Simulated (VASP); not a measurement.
Here is a VASP 6.6.1 calculation.

Contents of INCAR:

```
SYSTEM = BP
  PREC = Accurate
  ENCUT = 520
  EDIFF = 1E-6
  ISMEAR = 0
  SIGMA = 0.02
  LREAL = .FALSE.
  LASPH = .TRUE.
  NELM = 80
  ALGO = Normal
  ISIF = 2
  LWAVE = .FALSE.
  LCHARG = .FALSE.
  GGA = PS
  NBANDS = 11
```

The input KPOINTS:

```
regular mesh
0
G
  10 10 10
  0 0 0
```

Contents of POSCAR:

```
BP
1.0
    0.0000000000      2.1873097575      2.1873097575
    2.1873097575      0.0000000000      2.1873097575
    2.1873097575      2.1873097575      0.0000000000
B P
1 1
Direct
    0.0000000000      0.0000000000      0.0000000000
    0.2500000000      0.2500000000      0.2500000000
```

Potentials or basis: VASP PAW PBE potentials, release 64 (B, P).

The run is started by

```bash
$ cat potpaw_PBE.64/B/POTCAR potpaw_PBE.64/P/POTCAR > POTCAR
$ mpirun -np 1 vasp_std > vasp.out
```

**Question.** Predict the pressure.

**Answer.** 20.1 GPa.

**Question.** Estimate the band gap on the k mesh.

**Answer.** 0.98 eV, indirect (least direct gap 3.55 eV).

Caveat: the PAW data sets were made with another functional, which shifts forces and pressure a little. A k mesh can miss the band edges.
